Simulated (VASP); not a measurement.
Wanted: the native input for a VASP 6.6.1 run.

```yaml
Task: single point
Functional: r2SCAN
Dispersion: rVV10
Potentials_or_basis: VASP PAW PBE potentials, release 64 (Cu)
Cutoff: 660 eV
k_mesh: 13 × 13 × 13
Occupations: fermi-dirac, width 0.05 eV
Spin: no spin polarisation
Dipole_correction: no
Further_INCAR_settings: ALGO = Normal; EDIFF = 1e-06; NBANDS = 12
```

Cu:

```
Cu
1.0
     0.00000    1.78034    1.78034
     1.78034    0.00000    1.78034
     1.78034    1.78034    0.00000
Cu
1
Direct
  0.00000 0.00000 0.00000
```

These files were run (other wordings do the same):

POSCAR

```
Cu
1.0
    0.0000000000      1.7803448777      1.7803448777
    1.7803448777      0.0000000000      1.7803448777
    1.7803448777      1.7803448777      0.0000000000
Cu
1
Direct
    0.0000000000      0.0000000000      0.0000000000
```

INCAR.step1

```
PREC     = Accurate       # precision mode
ENCUT    = 660            # plane-wave cutoff, eV
ISMEAR   = -1             # smearing method
SIGMA    = 0.05           # smearing width, eV
LREAL    = False          # projectors in reciprocal space
LASPH    = True           # aspherical terms in the spheres
NELM     = 120            # most SCF steps
NBANDS   = 12             # bands
GGA      = PE             # functional
ALGO     = Normal         # electronic algorithm
EDIFF    = 1E-5           # SCF threshold, eV
LWAVE    = True           # write WAVECAR
LCHARG   = False          # write CHGCAR
GGA_COMPAT= False
```

INCAR.step2

```
PREC     = Accurate       # precision mode
ENCUT    = 660            # plane-wave cutoff, eV
EDIFF    = 1E-6           # SCF threshold, eV
ISMEAR   = -1             # smearing method
SIGMA    = 0.05           # smearing width, eV
LREAL    = False          # projectors in reciprocal space
LASPH    = True           # aspherical terms in the spheres
NELM     = 120            # most SCF steps
ALGO     = Normal         # electronic algorithm
ISIF     = 2              # what is computed and relaxed
LWAVE    = False          # write WAVECAR
LCHARG   = False          # write CHGCAR
METAGGA  = R2SCAN         # meta-GGA
LMIXTAU  = True         
LUSE_VDW = True         
IVDW_NL  = 2            
BPARAM   = 11.95        
CPARAM   = 0.0093       
NBANDS   = 12             # bands
ISTART   = 1            
GGA_COMPAT= False
```

KPOINTS

```
regular mesh
0
Gamma
  13 13 13
```

Potentials or basis: VASP PAW PBE potentials, release 64 (Cu).

Launch:

```console
$ cat potpaw_PBE.64/Cu/POTCAR > POTCAR
$ cp INCAR.step1 INCAR
$ mpirun -np 1 vasp_std > vasp.out
$ cp INCAR.step2 INCAR
$ mpirun -np 1 vasp_std > vasp.out
```

Results of the run:

* Pressure: 0.8 GPa
* Band gap on the k mesh: zero (an odd number of electrons rules out a gap without spin polarisation)

Caveat: the PAW data sets were made with another functional, which shifts forces and pressure a little.

Wall time 54 s on 1 thread of AMD EPYC 9R45 96-Core Processor (Zen 5), with other jobs on the host, peak memory 0.19 GiB.
